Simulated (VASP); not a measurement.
PbSe: single point with PBEsol

Crystal: PbSe.

```
Pb Se
1.0
     0.00000    3.05155    3.05155
     3.05155    0.00000    3.05155
     3.05155    3.05155    0.00000
Pb Se
1 1
Direct
  0.00000 0.00000 0.00000
  0.50000 0.50000 0.50000
```

* Program: VASP 6.6.1
* Task: single point
* Functional: PBEsol
* Potentials or basis: VASP PAW PBE potentials, release 64 (Pb_d, Se)
* Cutoff: 520 eV
* k mesh: 10 × 10 × 10
* Occupations: gaussian, width 0.01 eV
* Spin: non-collinear spin, zero start, spin-orbit coupling
* Starting moments: [[0.0, 0.0, 0.0], [0.0, 0.0, 0.0]] μB

* Pressure: -0.3 GPa
* Net moment: 0.00 μB per cell
* Valence electrons inside the program's atomic spheres: Pb 11.86; Se 3.79

Moments on the atoms (μB; x, y, z):
```
Pb  0.00 0.00 0.00
Se  0.00 0.00 0.00
```

Wall time 3.9 min on 1 thread of Intel Xeon 8259CL, with other jobs on the host, peak memory 0.38 GiB.

Caveat: the PAW data sets were made with another functional, which shifts forces and pressure a little.
